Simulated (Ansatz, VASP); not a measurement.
## SnO2: VASP beside Ansatz

The input INCAR:

```
SYSTEM = SnO2
  ALGO = Normal
  EDIFF = 1E-6
  ENCUT = 520
  GGA = PE
  ISIF = 2
  ISMEAR = 0
  LASPH = .TRUE.
  LCHARG = .FALSE.
  LREAL = .FALSE.
  LWAVE = .FALSE.
  NBANDS = 20
  NELM = 80
  PREC = Accurate
  SIGMA = 0.05
```

File KPOINTS:

```
k-points
0
G
  12 12 12
  0 0 0
```

The input POSCAR:

```
SnO2
1.0
    1.6310229378      0.9416715322      4.9616252294
   -1.6310229378      0.9416715322      4.9616252294
    0.0000000000     -1.8833430644      4.9616252294
Sn O
1 2
Direct
    0.5000000000      0.5000000000      0.5000000000
    0.2176001231      0.2176001231      0.2176001231
    0.7823998769      0.7823998769      0.7823998769
```

Input for Ansatz:

```yaml
crystal:
  lattice:
    - [1.6310229378, 0.9416715322, 4.9616252294]
    - [-1.6310229378, 0.9416715322, 4.9616252294]
    - [0.0, -1.8833430644, 4.9616252294]
  atoms:
    - { symbol: Sn, position: [0.5, 0.5, 0.5] }
    - { symbol: O, position: [0.2176001231, 0.2176001231, 0.2176001231] }
    - { symbol: O, position: [0.7823998769, 0.7823998769, 0.7823998769] }
basis:
  ecutwfc: 520.0
kpoints:
  mp_grid: { grid: [12, 12, 12] }
hamiltonian:
  xc: pbe
  pseudopotentials: { kind: paw, azcp: { folder: soft_1 } }
scf:
  occupations: { method: gaussian, width: 0.05 }
output:
  forces: true
  stress: true
  eigenvalues: true
```

Alike in both runs: task single point; functional PBE; k mesh 12 × 12 × 12; occupations gaussian, width 0.05 eV; no spin polarisation.

|  | VASP | Ansatz |
| --- | --- | --- |
| version | VASP 6.6.1 | Ansatz 0.2.0 |
| potentials or method | VASP PAW PBE potentials, release 64 (Sn_d, O), cutoff 520 eV | scalar-relativistic, plane waves, PAW |
| valence electrons in the cell | 26 | 26 |

|  | VASP | Ansatz | Ansatz less VASP |
| --- | --- | --- | --- |
| gap on the k mesh at the Fermi level (eV) | 2.12 | 2.14 | +0.011 |
| least direct gap on the mesh (eV) | 3.29 | 3.29 | 0.000 |
| pressure (GPa) | 20.0 | 19.2 | -0.78 |
| traceless stress, the component that is largest in VASP (GPa) | -2.40 | -1.77 | +0.631 |
| rms of the force components (eV/Å) | 1.625 | 1.595 | -0.0297 |

Atom by atom the forces differ by 0.030 eV/Å (rms over components).
